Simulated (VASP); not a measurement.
# Si (a cell with a defect) in VASP: single point with PBE

Aim: the single point of Si (a cell with a defect) with PBE.

All numbers are computed with VASP 6.6.1; they aren't measurements. Logs are shortened: lines on timing, memory, paths and dates and some standing lists are left out, and cuts for length are marked.

### Step 1. The cell of the first run

The cell holds a defect, 33 atoms: a = 7.590 Å, b = 7.590 Å, c = 12.710 Å, α = 90.00°, β = 90.00°, γ = 120.00°.

### Step 2. Single point, PBE, collinear spin, zero start

Contents of INCAR:

```
SYSTEM = Si
ALGO = Normal
EDIFF = 1E-7
ENCUT = 520
GGA = PE
ISIF = 2
ISMEAR = 0
ISPIN = 2
LASPH = .True.
LCHARG = .False.
LORBIT = 11
LREAL = Auto
LWAVE = .False.
MAGMOM = 0 0 0 0 0 0 0 0 0 0 0 0 0 0 0 0 0 0 0 0 0 0 0 0 0 0 0 0 0 0 0 0 0
NBANDS = 92
NELM = 150
PREC = Accurate
SIGMA = 0.05
```

Contents of KPOINTS:

```
k-points
0
Gamma
  3 3 1
  0 0 0
```

Contents of POSCAR:

```
Si
1.0
    7.5896000000      0.0000000000      0.0000000000
   -3.7948000000      6.5727860000      0.0000000000
    0.0000000000      0.0000000000     12.7099000000
Si
33
Direct
   -0.0022358469     -0.0023231758      0.3952417664
   -0.0035269086      0.4973552275      0.4087545214
    0.4986781796     -0.0002553711      0.4090225998
    0.4982187107      0.4977371284      0.4087726753
   -0.0022035017     -0.0022755912      0.9217727906
   -0.0008405711      0.4989086357      0.9054204593
    0.4979434023     -0.0020347119      0.9050277634
    0.4970102892      0.4986857928      0.9054231508
   -0.0022781940     -0.0021829358      0.1046974767
   -0.0036788292      0.4972134726      0.0912048416
    0.4985289522     -0.0004085633      0.0909490171
    0.4982130673      0.4976303910      0.0912390640
   -0.0025150051     -0.0024882183      0.5781298494
   -0.0010338121      0.4987939744      0.5946151169
    0.4973901771     -0.0027107330      0.5949861597
    0.4969107960      0.4985559182      0.5946578612
    0.1667334776      0.3360999400      0.3424499624
    0.1673811616      0.8288522548      0.3423772666
    0.6642509461      0.3316485630      0.3431979676
    0.6593038518      0.8291339555      0.3424081841
    0.3207475371      0.1599201216      0.8438049459
    0.3314752747      0.6654102996      0.8419822301
    0.8371679888      0.1600767033      0.8437624071
    0.8358744226      0.6745753152      0.8438868036
    0.1668040503      0.3362745852      0.1575762142
    0.1671827907      0.8287229586      0.1574865977
    0.6641797504      0.3314852439      0.1568232085
    0.6592034374      0.8290313295      0.1575113705
    0.3203897993      0.1595683831      0.6562403433
    0.3311120555      0.6648900570      0.6581246060
    0.8368035098      0.1598520484      0.6561743173
    0.8358577880      0.6745567889      0.6563708904
    0.6640227422      0.3304711420      0.7497859176
```

Potentials or basis: VASP PAW PBE potentials, release 64 (Si).

On the command line:

```sh
$ cat potpaw_PBE.64/Si/POTCAR > POTCAR
$ mpirun -np 1 vasp_std > vasp.out
```

OUTCAR:

```text
SYSTEM = Si
   EDIFF = 1E-7
   ENCUT = 520
   GGA = PE
   ISIF = 2
   ISMEAR = 0
   ISPIN = 2
   LASPH = .True.
   LORBIT = 11
   LREAL = Auto
   NELM = 150
   PREC = Accurate

 ion  position               nearest neighbor table
   1  0.998  0.998  0.395-  17 2.32  18 2.32  20 2.32  13 2.32
   2  0.996  0.497  0.409-  17 2.34  18 2.34  19 2.34  14 2.36
   3  0.499  1.000  0.409-  20 2.34  19 2.34  18 2.34  15 2.36
   4  0.498  0.498  0.409-  20 2.34  17 2.34  19 2.34  16 2.36
   5  0.998  0.998  0.922-   9 2.32  21 2.34  23 2.34  24 2.34
   6  0.999  0.499  0.905-  22 2.33  10 2.36  23 2.36  24 2.36  33 2.96
   7  0.498  0.998  0.905-  22 2.33  21 2.36  23 2.36  11 2.36  33 2.94
   8  0.497  0.499  0.905-  22 2.33  21 2.36  24 2.36  12 2.36  33 2.96
   9  0.998  0.998  0.105-  25 2.32  28 2.32  26 2.32   5 2.32
  10  0.996  0.497  0.091-  25 2.34  26 2.34  27 2.34   6 2.36
  11  0.499  1.000  0.091-  28 2.34  27 2.34  26 2.34   7 2.36
  12  0.498  0.498  0.091-  28 2.34  25 2.34  27 2.34   8 2.36
  13  0.997  0.998  0.578-   1 2.32  29 2.34  31 2.34  32 2.34
  14  0.999  0.499  0.595-  30 2.33  31 2.36  32 2.36   2 2.36  33 2.96
  15  0.497  0.997  0.595-  30 2.33  29 2.36  31 2.36   3 2.36  33 2.94
  16  0.497  0.499  0.595-  30 2.33  29 2.36  32 2.36   4 2.36  33 2.96
  17  0.167  0.336  0.342-   1 2.32   4 2.34   2 2.34  25 2.35
  18  0.167  0.829  0.342-   1 2.32   2 2.34   3 2.34  26 2.35
  19  0.664  0.332  0.343-   3 2.34   4 2.34   2 2.34  27 2.37
  20  0.659  0.829  0.342-   1 2.32   4 2.34   3 2.34  28 2.35
  21  0.321  0.160  0.844-   5 2.34   8 2.36   7 2.36  29 2.38  33 2.55
  22  0.331  0.665  0.842-   8 2.33   7 2.33   6 2.33  30 2.34
  23  0.837  0.160  0.844-   5 2.34   6 2.36   7 2.36  31 2.38  33 2.55
  24  0.836  0.675  0.844-   5 2.34   8 2.36   6 2.36  32 2.38  33 2.56
  25  0.167  0.336  0.158-   9 2.32  12 2.34  10 2.34  17 2.35
  26  0.167  0.829  0.157-   9 2.32  10 2.34  11 2.34  18 2.35
  27  0.664  0.331  0.157-  11 2.34  12 2.34  10 2.34  19 2.37
  28  0.659  0.829  0.158-   9 2.32  12 2.34  11 2.34  20 2.35
  29  0.320  0.160  0.656-  13 2.34  16 2.36  15 2.36  21 2.38  33 2.55
  30  0.331  0.665  0.658-  16 2.33  15 2.33  14 2.33  22 2.34
  31  0.837  0.160  0.656-  13 2.34  14 2.36  15 2.36  23 2.38  33 2.55
  32  0.836  0.675  0.656-  13 2.34  14 2.36  16 2.36  24 2.38  33 2.55
  33  0.664  0.330  0.750-  31 2.55  29 2.55  21 2.55  32 2.55  23 2.55  24 2.56  15 2.94   7 2.94
                            14 2.96  16 2.96   6 2.96   8 2.96

  LATTYP: Found a hexagonal cell.
 ALAT       =     7.5896000000
 C/A-ratio  =     1.6746468852

  Lattice vectors:

 A1 = (   7.5896000000,   0.0000000000,   0.0000000000)
 A2 = (  -3.7948000000,   6.5727860000,   0.0000000000)
 A3 = (   0.0000000000,   0.0000000000,  12.7099000000)

Analysis of symmetry for initial positions (statically):
=====================================================================
 Subroutine PRICEL returns:
 Original cell was already a primitive cell.

 Routine SETGRP: Setting up the symmetry group for a
 hexagonal supercell.

 Subroutine GETGRP returns: Found  1 space group operations
 (whereof  1 operations were pure point group operations)
 out of a pool of 24 trial point group operations.

The static configuration has the point symmetry C_1 .

Analysis of symmetry for dynamics (positions and initial velocities):
=====================================================================
 Subroutine PRICEL returns:
 Original cell was already a primitive cell.

 Routine SETGRP: Setting up the symmetry group for a
 hexagonal supercell.

 Subroutine GETGRP returns: Found  1 space group operations
 (whereof  1 operations were pure point group operations)
 out of a pool of 24 trial point group operations.

The dynamic configuration has the point symmetry C_1 .

Analysis of structural, dynamic, and magnetic symmetry:
=====================================================================
 Subroutine PRICEL returns:
 Original cell was already a primitive cell.

 Routine SETGRP: Setting up the symmetry group for a
 hexagonal supercell.

 Subroutine GETGRP returns: Found  1 space group operations
 (whereof  1 operations were pure point group operations)
[... 128 lines left out ...]
   total plane-waves  NPLWV = 301056
   dimension x,y,z NGX =    56 NGY =   56 NGZ =   96
   dimension x,y,z NGXF=   112 NGYF=  112 NGZF=  192
   ions per type =              33
   NGX,Y,Z   is equivalent  to a cutoff of  12.27, 12.27, 12.56 a.u.
   NGXF,Y,Z  is equivalent  to a cutoff of  24.53, 24.53, 25.11 a.u.
 SYSTEM =  Si
   PREC   = accura    normal or accurate (medium, high low for compatibility)
   ISTART =      0    job   : 0-new  1-cont  2-samecut
   ICHARG =      2    charge: 1-file 2-atom 10-const
   ISPIN  =      2    spin polarized calculation?
   LNONCOLLINEAR =      F non collinear calculations
   LSORBIT =      F    spin-orbit coupling
   LASPH  =      T    aspherical Exc in radial PAW
   ENCUT  =  520.0 eV  38.22 Ry    6.18 a.u.  14.11 14.11 23.63*2*pi/ulx,y,z
   NELM   =    150;   NELMIN=  2; NELMDL= -5     # of ELM steps
   EDIFF  = 0.1E-06   stopping-criterion for ELM
   LREAL  =      T    real-space projection
   EDIFFG = 0.1E-05   stopping-criterion for IOM
   NSW    =      0    number of steps for IOM
   IBRION =     -1    ionic relax: 0-MD 1-quasi-New 2-CG
   NFREE  =      0    steps in history (QN), initial steepest desc. (CG)
   ISIF   =      2    stress and relaxation
   ISYM   =      2    0-nonsym 1-usesym 2-fastsym
   POTIM  = 0.5000    time-step for ionic-motion
   TEBEG  =    0.0;   TEEND  =   0.0 temperature during run
   PSTRESS=    0.0 pullay stress
   NELECT =     132.0000    total number of electrons
   NUPDOWN=      -1.0000    fix difference up-down
   EMIN   =  10.00;   EMAX   =-10.00  energy-range for DOS
   EFERMI =   0.00;   METHOD = LEGACY
   ISMEAR =     0;   SIGMA  =   0.05  broadening in eV -4-tet -1-fermi 0-gaus
   EFERMI_NEDOS =   21; number of points for ismear=-14 and -15
   IALGO  =     38    algorithm
   IMIX   =      4    mixing-type and parameters
     AMIX     =   0.40;   BMIX     =  1.00
     AMIX_MAG =   1.60;   BMIX_MAG =  1.00
  volume/ion in A,a.u.               =      19.21       129.66
  Fermi-wavevector in a.u.,A,eV,Ry     =   0.970278  1.833559 12.809048  0.941438
  Thomas-Fermi vector in A             =   2.100399
   LORBIT       =     11    0 simple, 1 ext, 2 COOP (PROOUT), +10 PAW based schemes
   GGA     = PE    functional components
   LHFCALC =     F    Hartree Fock is set to
   AEXX    =    0.0000 exact exchange contribution
   IVDW    =     0    specifies the selected vdW correction
   LEPSILON=     F    determine dielectric tensor
   LRPA    =     F    only Hartree local field effects (RPA)
 spin polarized calculation
 Gauss-broadening in eV      SIGMA  =   0.05
  energy-cutoff  :      520.00
  volume of cell :      634.03
 maximum number of plane-waves:     17112
   NGX = 29   NGY = 29   NGZ = 47

 number of electron     132.0000000 magnetization       0.0000000

 number of electron     132.0000003 magnetization      -0.0000004

 Free energy of the ion-electron system (eV)
  ---------------------------------------------------
  ext. energy  EPLUGINS =         0.00000000
  ---------------------------------------------------
  free energy    TOTEN  =      -175.17704838 eV

  energy without entropy =     -175.17177660  energy(sigma->0) =     -175.17441249

 E-fermi :   6.7822     XC(G=0):  -9.5966

 val. band max:        6.7134313007   @ k =   0.0000   0.3333   0.0000
 cond. band min:       6.8366665266   @ k =   0.0000   0.0000   0.0000
 fundamental gap:      0.1232352259
 Fermi energy:         6.7822409603

 spin component 1

 k-point     1 :       0.0000    0.0000    0.0000
  band No.  band energies     occupation
      1      -6.3244      1.00000
      2      -5.3507      1.00000
      3      -5.1138      1.00000
      4      -3.8490      1.00000
      5      -3.8473      1.00000
      6      -3.6844      1.00000
[... 394 lines left out ...]
     77       8.9385      0.00000
     78       9.0214      0.00000
 Fermi energy:         6.7822409603

 spin component 2

 k-point     1 :       0.0000    0.0000    0.0000
  band No.  band energies     occupation
      1      -6.3244      1.00000
      2      -5.3507      1.00000
      3      -5.1138      1.00000
      4      -3.8490      1.00000
      5      -3.8473      1.00000
      6      -3.6844      1.00000
[... 394 lines left out ...]
     77       8.9385      0.00000
     78       9.0214      0.00000
 [bands above 78 left out]

------------------------ aborting loop because EDIFF is reached ----------------------------------------

  FORCE on cell =-STRESS in cart. coord.  units (eV):
  Direction    XX          YY          ZZ          XY          YZ          ZX
  --------------------------------------------------------------------------------------
  -------------------------------------------------------------------------------------
  Total       21.1340709     21.0573823      5.1637243     -0.0148578     -0.0089754     -0.0086080
  in kB       53.4051610     53.2113713     13.0485758     -0.0375453     -0.0226807     -0.0217521
  external PRESSURE =      39.8883694 kB  Pullay stress =       0.0000000 kB

 VOLUME and BASIS-vectors are now :
 -----------------------------------------------------------------------------
  energy-cutoff  :      520.00
  volume of cell :      634.03
      direct lattice vectors                 reciprocal lattice vectors
     7.589600000  0.000000000  0.000000000     0.131759249  0.076071243  0.000000000
    -3.794800000  6.572786000  0.000000000     0.000000000  0.152142486  0.000000000
     0.000000000  0.000000000 12.709900000     0.000000000  0.000000000  0.078678825

 POSITION                                       TOTAL-FORCE (eV/Angst)
 -----------------------------------------------------------------------------------
      3.78665      6.55752      5.02348        -0.000438     -0.000941      0.004989
      5.67547      3.26901      5.19523        -0.010076     -0.002516      0.000340
     -0.00906      6.57111      5.19864        -0.007334      0.005565      0.003482
      1.89247      3.27152      5.19546         0.010372     -0.011084      0.006449
      3.78671      6.55783     11.71564        -0.005389     -0.006003      0.002644
      5.68996      3.27922     11.50780         0.006247      0.003873     -0.004969
[... 25 lines left out ...]
      3.78402      4.43372      8.34241        -0.004129     -0.006450     -0.007430
      3.78560      2.17212      9.52970         0.003820      0.007938      0.000376
 -----------------------------------------------------------------------------------
    total drift:                               -0.009815      0.003285     -0.003617

  FREE ENERGIE OF THE ION-ELECTRON SYSTEM (eV)
  ---------------------------------------------------
  free  energy   TOTEN  =      -175.1770483839 eV

  energy  without entropy=     -175.1717765963  energy(sigma->0) =     -175.17441249

 total charge

# of ion       s       p       d       tot
------------------------------------------
    1        0.754   0.961   0.000   1.715
    2        0.753   0.946   0.000   1.700
    3        0.753   0.946   0.000   1.700
    4        0.753   0.947   0.000   1.700
    5        0.785   0.931   0.000   1.717
    6        0.756   0.930   0.000   1.686
[... 25 lines left out ...]
   32        0.752   0.925   0.000   1.677
   33        0.901   0.703   0.000   1.604
--------------------------------------------------
tot         25.056  30.796   0.000  55.852

 magnetization (x)

# of ion       s       p       d       tot
------------------------------------------
    1       -0.000  -0.000   0.000  -0.000
    2       -0.000   0.000   0.000  -0.000
    3        0.000   0.000   0.000   0.000
    4        0.000   0.000   0.000   0.000
    5       -0.000   0.000   0.000   0.000
    6       -0.000   0.000   0.000   0.000
[... 25 lines left out ...]
   32        0.000   0.000   0.000   0.000
   33        0.000  -0.000   0.000  -0.000
--------------------------------------------------
tot          0.000   0.000   0.000   0.000
```

It took 29 min on 1 thread of Intel Xeon 8259CL, shared host; peak memory 1 GiB.

What came out:

| Quantity | Value |
| --- | --- |
| Free energy | -175.1770 eV |
| Pressure | 4.0 GPa |
| Largest force | 0.022 eV/Å |
| Band gap on the k mesh | zero (filled and empty bands overlap) |
| Net moment | 0.00 μB per cell |
| Valence electrons inside the program's atomic spheres | Si 1.72, 1.70, 1.69, 1.68, 1.71, 1.60 (each value once) |

Forces in eV/Å, atoms in the order of the input:
```
Si   0.000 -0.001  0.005
Si  -0.010 -0.003  0.000
Si  -0.007  0.006  0.003
Si   0.010 -0.011  0.006
Si  -0.005 -0.006  0.003
Si   0.006  0.004 -0.005
Si   0.003 -0.019  0.011
Si  -0.006  0.009  0.001
Si   0.001  0.000 -0.007
Si  -0.009 -0.002  0.005
Si  -0.006  0.011  0.000
Si   0.011 -0.011 -0.003
Si  -0.003 -0.005  0.011
Si   0.003  0.002 -0.004
Si   0.004 -0.003 -0.012
Si   0.003  0.003 -0.005
Si  -0.002  0.008 -0.002
Si   0.000 -0.004  0.001
Si   0.009  0.005  0.001
Si  -0.001 -0.002 -0.004
Si   0.008  0.003 -0.006
Si  -0.003 -0.001  0.004
Si  -0.012  0.004 -0.005
Si   0.003 -0.010 -0.003
Si  -0.003 -0.003  0.003
Si  -0.005  0.003  0.000
Si   0.007  0.003  0.001
Si   0.004  0.003  0.006
Si   0.011  0.010  0.000
Si   0.000  0.005 -0.001
Si  -0.010  0.000  0.002
Si  -0.004 -0.006 -0.007
Si   0.004  0.008  0.000
```

Caveat: the k points lie up to 0.49 Å⁻¹ apart.

The gap in the log of VASP goes by the Fermi energy; the results here count the filled bands.